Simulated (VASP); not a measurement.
Write the native input for VASP 6.6.1 that does the following.

| Quantity | Value |
| --- | --- |
| Task | relaxation of the atoms |
| Functional | r2SCAN |
| Potentials or basis | VASP PAW PBE potentials, release 64 (K_sv, F) |
| Cutoff | 520 eV |
| k mesh | 10 × 10 × 10 |
| Occupations | fermi-dirac, width 0.02 eV |
| Spin | no spin polarisation |
| Dipole correction | no |
| Further INCAR settings | ALGO = Normal; EDIFF = 1e-06; IBRION = 2; EDIFFG = -0.01; NSW = 50 |

The system is KF.

```
K F
1.0
     0.00000    2.67667    2.67667
     2.67667    0.00000    2.67667
     2.67667    2.67667    0.00000
K F
1 1
Direct
  0.00000 0.00000 0.00000
  0.50000 0.50000 0.50000
```

These files were run (other wordings do the same):

POSCAR

```
KF
1.0
    0.0000000000      2.6766654300      2.6766654300
    2.6766654300      0.0000000000      2.6766654300
    2.6766654300      2.6766654300      0.0000000000
K F
1 1
Direct
    0.0000000000      0.0000000000      0.0000000000
    0.5000000000      0.5000000000      0.5000000000
```

INCAR.step1

```
SYSTEM = KF
PREC = Accurate
ENCUT = 520
ISMEAR = -1
SIGMA = 0.02
LREAL = .False.
LASPH = .True.
NELM = 80
GGA = PE
ALGO = Normal
EDIFF = 1E-4
LWAVE = .True.
LCHARG = .False.
```

INCAR.step2

```
SYSTEM = KF
PREC = Accurate
ENCUT = 520
EDIFF = 1E-6
ISMEAR = -1
SIGMA = 0.02
LREAL = .False.
LASPH = .True.
NELM = 80
ALGO = Normal
ISIF = 2
LWAVE = .False.
LCHARG = .False.
METAGGA = R2SCAN
LMIXTAU = .True.
IBRION = 2
NSW = 50
EDIFFG = -0.01
ISTART = 1
```

KPOINTS

```
regular mesh
0
Gamma
  10 10 10
  0 0 0
```

Potentials or basis: VASP PAW PBE potentials, release 64 (K_sv, F).

Run with:

```bash
$ cat potpaw_PBE.64/K_sv/POTCAR potpaw_PBE.64/F/POTCAR > POTCAR
$ cp INCAR.step1 INCAR
$ mpirun -np 1 vasp_std > vasp.out
$ cp INCAR.step2 INCAR
$ mpirun -np 1 vasp_std > vasp.out
```

Results of the run:

```
Pressure after relaxing : -0.7 GPa
Band gap on the k mesh  : 6.80 eV
```

Caveat: the relaxation stopped at its first step, so nothing moved; the PAW data sets were made with another functional, which shifts forces and pressure a little.

Wall time 2 min on 1 thread of Oxide Virtual Turin-like Processor, with other jobs on the host, peak memory 0.14 GiB.
